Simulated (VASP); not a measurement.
# Sb in VASP: further runs

Runs on Sb. Level: PBE. Tasks: single point, relaxation of cell and atoms.

Program: VASP 6.6.1. These are calculated values, not measurements. Logs are shortened: lines on timing, memory, paths and dates and some standing lists are left out, and cuts for length are marked.

### Step 1. The cell of the first run

The typed cell holds 2 atoms: a = 3.297 Å, b = 4.383 Å, c = 4.382 Å, α = 90.00°, β = 90.13°, γ = 90.00°.

### Step 2. Single point, PBE (uniaxial strain along a: +6.0 %, then relaxed in part)

INCAR

```
PREC = Accurate ; ENCUT = 520
EDIFF = 1E-6 ; ISMEAR = 0
SIGMA = 0.1 ; LREAL = False
LASPH = True ; NELM = 80
ALGO = Normal ; ISIF = 2
LWAVE = False ; LCHARG = True
GGA = PE ; LELF = True
LVHAR = True ; NBANDS = 12
```

KPOINTS

```
regular mesh
0
Gamma
  14 10 10
```

POSCAR

```
Sb
1.0
    3.2971066445      0.0000000000     -0.0000467253
    0.0000000000      4.3825166646      0.0000000000
   -0.0101273369      0.0000000000      4.3822962344
Sb
2
Direct
    0.0000035273      0.7500000000      0.7499835457
    0.9999964727      0.2500000000      0.2500164543
```

Potentials or basis: VASP PAW PBE potentials, release 64 (Sb).

Run with:

```bash
$ cat potpaw_PBE.64/Sb/POTCAR > POTCAR
$ mpirun -np 1 vasp_std > vasp.out
```

OUTCAR:

```text
PREC = Accurate
   ENCUT = 520
   EDIFF = 1E-6
   ISMEAR = 0
   LREAL = False
   LASPH = True
   NELM = 80
   ISIF = 2
   GGA = PE

 ion  position               nearest neighbor table
   1  0.000  0.750  0.750-   2 3.10   2 3.10   2 3.10   2 3.10
   2  1.000  0.250  0.250-   1 3.10   1 3.10   1 3.10   1 3.10

  LATTYP: Found a simple monoclinic cell.
 ALAT       =     3.2971066448
 B/A-ratio  =     1.3292007620
 C/A-ratio  =     1.3291374555
 COS(beta)  =    -0.0023251312

  Lattice vectors:

 A1 = (   3.2971066445,   0.0000000000,  -0.0000467253)
 A2 = (   0.0000000000,   4.3825166646,   0.0000000000)
 A3 = (  -0.0101273369,   0.0000000000,   4.3822962344)

Analysis of symmetry for initial positions (statically):
=====================================================================
 Subroutine PRICEL returns:
 Original cell was already a primitive cell.

 Routine SETGRP: Setting up the symmetry group for a
 simple monoclinic supercell.

 Subroutine GETGRP returns: Found  4 space group operations
 (whereof  2 operations were pure point group operations)
 out of a pool of  4 trial point group operations.

The static configuration has the point symmetry S_2 .
 The point group associated with its full space group is C_2h.

Analysis of symmetry for dynamics (positions and initial velocities):
=====================================================================
 Subroutine PRICEL returns:
 Original cell was already a primitive cell.

 Routine SETGRP: Setting up the symmetry group for a
 simple monoclinic supercell.

 Subroutine GETGRP returns: Found  4 space group operations
 (whereof  2 operations were pure point group operations)
 out of a pool of  4 trial point group operations.

The dynamic configuration has the point symmetry S_2 .
 The point group associated with its full space group is C_2h.

 Subroutine INISYM returns: Found  4 space group operations
 (whereof  2 operations are pure point group operations),
 and found     1 'primitive' translations

----------------------------------------------------------------------------------------

                                     Primitive cell

  volume of cell :      63.3225

  direct lattice vectors                    reciprocal lattice vectors
     3.297106644  0.000000000 -0.000046725     0.303296235  0.000000000  0.000700907
     0.000000000  4.382516665  0.000000000     0.000000000  0.228179395  0.000000000
    -0.010127337  0.000000000  4.382296234     0.000003234  0.000000000  0.228190880

  length of vectors
     3.297106645  4.382516665  4.382307936     0.303297045  0.228179395  0.228190880

  position of ions in fractional coordinates (direct lattice)
     0.000003527  0.750000000  0.749983546
     0.999996473  0.250000000  0.250016454

  ion indices of the primitive-cell ions
   primitive index   ion index
                 1           1
                 2           2

----------------------------------------------------------------------------------------

 KPOINTS: regular mesh

Automatic generation of k-mesh.
 Grid dimensions read from file:
 generate k-points for:   14   10   10

 Generating k-lattice:

  Cartesian coordinates                     Fractional coordinates (reciprocal lattice)
     0.021664017  0.000000000  0.000050065     0.071428571  0.000000000  0.000000000
     0.000000000  0.022817939  0.000000000     0.000000000  0.100000000  0.000000000
     0.000000323  0.000000000  0.022819088     0.000000000  0.000000000  0.100000000

  Length of vectors
     0.021664075  0.022817939  0.022819088

  Shift w.r.t. Gamma in fractional coordinates (k-lattice)
     0.000000000  0.000000000  0.000000000

 Subroutine IBZKPT returns following result:
 ===========================================

 Found    432 irreducible k-points:

 Following reciprocal coordinates:
            Coordinates               Weight
  0.000000  0.000000  0.000000      1.000000
  0.071429  0.000000  0.000000      2.000000
  0.142857  0.000000  0.000000      2.000000
  0.214286  0.000000 -0.000000      2.000000
  0.285714  0.000000 -0.000000      2.000000
  0.357143  0.000000 -0.000000      2.000000
[... 16 lines left out ...]
  0.428571  0.200000 -0.000000      4.000000
  0.500000  0.200000 -0.000000      2.000000
 [... further k-points ...]
   k-points           NKPTS =    432   k-points in BZ     NKDIM =    432   number of bands    NBANDS=     12
   number of dos      NEDOS =    301   number of ions     NIONS =      2
   total plane-waves  NPLWV =  36288
   dimension x,y,z NGX =    28 NGY =   36 NGZ =   36
   dimension x,y,z NGXF=    56 NGYF=   72 NGZF=   72
   ions per type =               2
   NGX,Y,Z   is equivalent  to a cutoff of  14.12, 13.66, 13.66 a.u.
   NGXF,Y,Z  is equivalent  to a cutoff of  28.24, 27.31, 27.31 a.u.
 SYSTEM =  unknown system
   PREC   = accura    normal or accurate (medium, high low for compatibility)
   ISTART =      0    job   : 0-new  1-cont  2-samecut
   ICHARG =      2    charge: 1-file 2-atom 10-const
   ISPIN  =      1    spin polarized calculation?
   LNONCOLLINEAR =      F non collinear calculations
   LSORBIT =      F    spin-orbit coupling
   LASPH  =      T    aspherical Exc in radial PAW
   ENCUT  =  520.0 eV  38.22 Ry    6.18 a.u.   6.13  8.15  8.15*2*pi/ulx,y,z
   NELM   =     80;   NELMIN=  2; NELMDL= -5     # of ELM steps
   EDIFF  = 0.1E-05   stopping-criterion for ELM
   LREAL  =      F    real-space projection
   EDIFFG = 0.1E-04   stopping-criterion for IOM
   NSW    =      0    number of steps for IOM
   IBRION =     -1    ionic relax: 0-MD 1-quasi-New 2-CG
   NFREE  =      0    steps in history (QN), initial steepest desc. (CG)
   ISIF   =      2    stress and relaxation
   ISYM   =      2    0-nonsym 1-usesym 2-fastsym
   POTIM  = 0.5000    time-step for ionic-motion
   TEBEG  =    0.0;   TEEND  =   0.0 temperature during run
   PSTRESS=    0.0 pullay stress
   NELECT =      10.0000    total number of electrons
   NUPDOWN=      -1.0000    fix difference up-down
   EMIN   =  10.00;   EMAX   =-10.00  energy-range for DOS
   EFERMI =   0.00;   METHOD = LEGACY
   ISMEAR =     0;   SIGMA  =   0.10  broadening in eV -4-tet -1-fermi 0-gaus
   EFERMI_NEDOS =   21; number of points for ismear=-14 and -15
   IALGO  =     38    algorithm
   IMIX   =      4    mixing-type and parameters
     AMIX     =   0.40;   BMIX     =  1.00
     AMIX_MAG =   1.60;   BMIX_MAG =  1.00
  volume/ion in A,a.u.               =      31.66       213.66
  Fermi-wavevector in a.u.,A,eV,Ry     =   0.884889  1.672198 10.653747  0.783028
  Thomas-Fermi vector in A             =   2.005849
   LORBIT       =      0    0 simple, 1 ext, 2 COOP (PROOUT), +10 PAW based schemes
   GGA     = PE    functional components
   LHFCALC =     F    Hartree Fock is set to
   AEXX    =    0.0000 exact exchange contribution
   IVDW    =     0    specifies the selected vdW correction
   LEPSILON=     F    determine dielectric tensor
   LRPA    =     F    only Hartree local field effects (RPA)
 non-spin polarized calculation
 Gauss-broadening in eV      SIGMA  =   0.10
  energy-cutoff  :      520.00
  volume of cell :       63.32
 maximum number of plane-waves:      1730
 NGX is ok and might be reduce to    28
   NGX = 13   NGY = 17   NGZ = 17

 number of electron      10.0000000 magnetization

 number of electron       9.9999999 magnetization

 Free energy of the ion-electron system (eV)
  ---------------------------------------------------
  ext. energy  EPLUGINS =         0.00000000
  ---------------------------------------------------
  free energy    TOTEN  =        -8.11012752 eV

  energy without entropy =       -8.10358142  energy(sigma->0) =       -8.10685447

 E-fermi :   6.3849     XC(G=0):  -9.3672

 val. band max:        6.3843212742   @ k =   0.5000   0.2000   0.1000
 cond. band min:       6.3870689175   @ k =   0.1429   0.0000   0.1000
 fundamental gap:      0.0027476433
 Fermi energy:         6.3848990897

 k-point     1 :       0.0000    0.0000    0.0000
  band No.  band energies     occupation
      1      -5.5680      2.00000
      2      -0.4789      2.00000
      3       3.2112      2.00000
      4       3.2118      2.00000
      5       8.4728      0.00000
      6       8.8938      0.00000
      7      10.0617      0.00000
      8      10.0620      0.00000
      9      12.4890      0.00000
     10      12.5555      0.00000
     11      13.6477      0.00000
     12      14.7068      0.00000

 k-point     2 :       0.0714    0.0000    0.0000
  band No.  band energies     occupation
      1      -5.5088      2.00000
      2      -0.4160      2.00000
      3       3.2651      2.00000
      4       3.2656      2.00000
      5       7.7334      0.00000
      6       8.9540      0.00000
      7      10.1178      0.00000
      8      10.1180      0.00000
      9      11.9285      0.00000
     10      13.3669      0.00000
     11      13.6971      0.00000
     12      14.8038      0.00000

 k-point     3 :       0.1429    0.0000    0.0000
  band No.  band energies     occupation
      1      -5.3342      2.00000
      2      -0.2291      2.00000
      3       3.4219      2.00000
      4       3.4225      2.00000
      5       6.3192      1.64719
      6       9.1337      0.00000
      7      10.2808      0.00000
      8      10.2810      0.00000
      9      10.6838      0.00000
     10      13.8437      0.00000
     11      14.6086      0.00000
     12      15.4773      0.00000
[... 286 lines left out ...]
 k-point    23 :       0.4286    0.2000   -0.0000
  band No.  band energies     occupation
      1      -3.6638      2.00000
      2       0.2925      2.00000
      3       1.9006      2.00000
      4       4.8938      2.00000
      5       5.1205      2.00000
      6       5.4999      2.00000
      7       9.8699      0.00000
      8      10.2762      0.00000
      9      11.3658      0.00000
     10      11.9865      0.00000
     11      12.0152      0.00000
     12      15.3841      0.00000

 k-point    24 :       0.5000    0.2000   -0.0000
  band No.  band energies     occupation
      1      -3.5238      2.00000
      2       0.4556      2.00000
      3       1.6135      2.00000
      4       4.9068      2.00000
      5       4.9908      2.00000
      6       5.5133      2.00000
      7       9.9742      0.00000
      8      10.4047      0.00000
      9      11.2052      0.00000
     10      11.7717      0.00000
     11      12.1114      0.00000
     12      15.1717      0.00000

 [... further k-points ...]

------------------------ aborting loop because EDIFF is reached ----------------------------------------

  FORCE on cell =-STRESS in cart. coord.  units (eV):
  Direction    XX          YY          ZZ          XY          YZ          ZX
  --------------------------------------------------------------------------------------
  -------------------------------------------------------------------------------------
  Total       -2.5052218     -0.0162864     -0.0159263      0.0000000      0.0000000      0.0100114
  in kB      -63.3867475     -0.4120754     -0.4029651      0.0000000      0.0000000      0.2533058
  external PRESSURE =     -21.4005960 kB  Pullay stress =       0.0000000 kB

 VOLUME and BASIS-vectors are now :
 -----------------------------------------------------------------------------
  energy-cutoff  :      520.00
  volume of cell :       63.32
      direct lattice vectors                 reciprocal lattice vectors
     3.297106644  0.000000000 -0.000046725     0.303296235  0.000000000  0.000700907
     0.000000000  4.382516665  0.000000000     0.000000000  0.228179395  0.000000000
    -0.010127337  0.000000000  4.382296234     0.000003234  0.000000000  0.228190880

 POSITION                                       TOTAL-FORCE (eV/Angst)
 -----------------------------------------------------------------------------------
     -0.00758      3.28689      3.28665        -0.000004     -0.000000      0.000061
      3.29456      1.09563      1.09560         0.000004      0.000000     -0.000061
 -----------------------------------------------------------------------------------
    total drift:                               -0.000000      0.000000      0.000000

  FREE ENERGIE OF THE ION-ELECTRON SYSTEM (eV)
  ---------------------------------------------------
  free  energy   TOTEN  =        -8.1101275183 eV

  energy  without entropy=       -8.1035814177  energy(sigma->0) =       -8.10685447
```

It took 3.1 min on 1 thread of AMD EPYC 7R13 (Zen 3), shared host; peak memory 0.37 GiB.

What came out:

```
Free energy            : -8.1101 eV
Pressure               : -2.1 GPa
Band gap on the k mesh : zero (bands 5 and 6 overlap by 7.06 eV)
```

Levels at points of the mesh, in eV from the Fermi level:
| k point | band 2 | band 3 | band 4 | band 5 | band 6 | band 7 | band 8 | band 9 |
| --- | --- | --- | --- | --- | --- | --- | --- | --- |
| (0.00, 0.00, 0.00) | -6.86 | -3.17 | -3.17 | 2.09 | 2.51 | 3.68 | 3.68 | 6.10 |
| (0.50, 0.00, 0.00) | -5.05 | -4.81 | -1.77 | -1.77 | -0.89 | 4.63 | 5.12 | 5.12 |
| (0.00, 0.50, 0.00) | -10.18 | -0.98 | -0.98 | -0.49 | -0.49 | 3.74 | 3.74 | 7.66 |
| (0.50, 0.50, 0.00) | -8.40 | -3.39 | -3.39 | 0.49 | 0.49 | 1.33 | 1.33 | 5.93 |
| (0.00, 0.00, 0.50) | -10.18 | -0.98 | -0.98 | -0.49 | -0.49 | 3.74 | 3.74 | 7.66 |
| (0.50, 0.00, 0.50) | -8.40 | -3.39 | -3.38 | 0.48 | 0.49 | 1.33 | 1.33 | 5.92 |
| (0.00, 0.50, 0.50) | -9.49 | -5.23 | -5.23 | 4.09 | 4.09 | 5.72 | 5.72 | 8.68 |
| (0.50, 0.50, 0.50) | -7.65 | -3.70 | -3.70 | -2.91 | -2.91 | 2.39 | 2.39 | 7.17 |

Caveat: the cell differs from its parent crystal (uniaxial strain along a: +6.0 %, then relaxed in part); the stress differs along the axes, from -6 to -0 GPa; spin-orbit coupling is left out, which moves the levels of the heavy elements.

### Step 3. Single point, PBE

This run uses another cell than the first one, of 25.08 Å³/atom.

INCAR

```
PREC     = Accurate       # precision mode
ENCUT    = 520            # plane-wave cutoff, eV
EDIFF    = 1E-6           # SCF threshold, eV
ISMEAR   = 0              # smearing method
SIGMA    = 0.1            # smearing width, eV
LREAL    = False          # projectors in reciprocal space
LASPH    = True           # aspherical terms in the spheres
NELM     = 80             # most SCF steps
ALGO     = Normal         # electronic algorithm
ISIF     = 2              # what is computed and relaxed
LWAVE    = False          # write WAVECAR
LCHARG   = False          # write CHGCAR
GGA      = PE             # functional
NBANDS   = 12             # bands
```

KPOINTS

```
Automatic mesh
0
Gamma
  14 10 10
```

POSCAR

```
Sb
1.0
    2.9315774278      0.0000000000      0.0097783934
    0.0000000000      4.1362056332      0.0000000000
   -0.0227159977      0.0000000000      4.1359894374
Sb
2
Direct
    1.0000122596      0.7500000000      0.7499992269
   -0.0000122596      0.2500000000      0.2500007731
```

Potentials or basis: VASP PAW PBE potentials, release 64 (Sb).

Run with:

```bash
$ cat potpaw_PBE.64/Sb/POTCAR > POTCAR
$ mpirun -np 1 vasp_std > vasp.out
```

Run time: 47 s. Hardware: 1 thread of Intel Xeon 6975P-C (Granite Rapids), shared host; peak memory 0.34 GiB.

It converged, with:

```
Free energy            : -7.7990 eV
Pressure               : 15.1 GPa
Band gap on the k mesh : zero (bands 5 and 6 overlap by 10.67 eV)
```

Levels at points of the mesh, in eV from the Fermi level:
```csv
k point,band 2,band 3,band 4,band 5,band 6,band 7,band 8,band 9
"(0.00, 0.00, 0.00)",-7.35,-4.41,-4.41,1.45,3.61,3.69,3.69,7.05
"(0.50, 0.00, 0.00)",-6.91,-3.40,-2.04,-2.04,-1.99,4.50,4.53,4.54
"(0.00, 0.50, 0.00)",-11.78,-1.84,-1.84,-1.06,-1.06,5.74,5.74,8.35
"(0.50, 0.50, 0.00)",-8.64,-4.96,-4.96,0.66,0.66,2.17,2.17,5.42
"(0.00, 0.00, 0.50)",-11.78,-1.84,-1.84,-1.06,-1.06,5.74,5.74,8.36
"(0.50, 0.00, 0.50)",-8.64,-4.96,-4.96,0.66,0.66,2.17,2.17,5.42
"(0.00, 0.50, 0.50)",-10.77,-6.92,-6.92,6.27,6.27,6.35,6.35,9.49
"(0.50, 0.50, 0.50)",-7.40,-4.44,-4.44,-4.40,-4.40,1.44,1.44,9.20
```

Caveat: the cell stands under pressure; spin-orbit coupling is left out, which moves the levels of the heavy elements.

### Step 4. Single point, PBE

This run uses another cell than the first one, of 26.81 Å³/atom.

INCAR

```
SYSTEM = Sb
ALGO = Normal
EDIFF = 1E-7
ENCUT = 520
GGA = PE
ISIF = 2
ISMEAR = 0
LASPH = .True.
LCHARG = .False.
LREAL = .False.
LWAVE = .False.
NBANDS = 12
NELM = 60
PREC = Accurate
SIGMA = 0.1
```

KPOINTS

```
k-points
0
Gamma
  14 10 10
  0 0 0
```

POSCAR

```
Sb
1.0
    2.9980818405      0.0000000000      0.0104668455
    0.0000000000      4.2288110644      0.0000000000
   -0.0225686364      0.0000000000      4.2285113036
Sb
2
Direct
    1.0000177198      0.7500000000      0.7499942240
   -0.0000177198      0.2500000000      0.2500057760
```

Run with:

```bash
$ cat potpaw_PBE.64/Sb/POTCAR > POTCAR
$ mpirun -np 1 vasp_std > vasp.out
```

It took 51 s on 1 thread of Intel Xeon 6975P-C (Granite Rapids), shared host; peak memory 0.35 GiB.

It converged, with:

- Free energy: -8.0449 eV
- Pressure: 8.1 GPa
- Band gap on the k mesh: zero (bands 5 and 6 overlap by 9.90 eV)

Levels at points of the mesh, in eV from the Fermi level:
```csv
k point,band 2,band 3,band 4,band 5,band 6,band 7,band 8,band 9
"(0.00, 0.00, 0.00)",-7.37,-4.07,-4.07,1.73,3.45,3.53,3.53,6.97
"(0.50, 0.00, 0.00)",-6.38,-3.88,-1.89,-1.89,-1.84,4.61,4.64,4.65
"(0.00, 0.50, 0.00)",-11.31,-1.65,-1.65,-1.01,-1.01,5.39,5.39,8.22
"(0.50, 0.50, 0.00)",-8.46,-4.56,-4.56,0.63,0.63,1.89,1.89,5.49
"(0.00, 0.00, 0.50)",-11.31,-1.65,-1.65,-1.01,-1.01,5.39,5.39,8.23
"(0.50, 0.00, 0.50)",-8.46,-4.56,-4.56,0.63,0.63,1.89,1.89,5.48
"(0.00, 0.50, 0.50)",-10.45,-6.40,-6.40,5.84,5.84,5.93,5.93,9.28
"(0.50, 0.50, 0.50)",-7.42,-4.10,-4.10,-4.05,-4.05,1.73,1.73,8.42
```

Caveat: the cell stands under pressure; spin-orbit coupling is left out, which moves the levels of the heavy elements.

[end of part 1 of 2]

The gap in the log of VASP goes by the Fermi energy; the results here count the filled bands.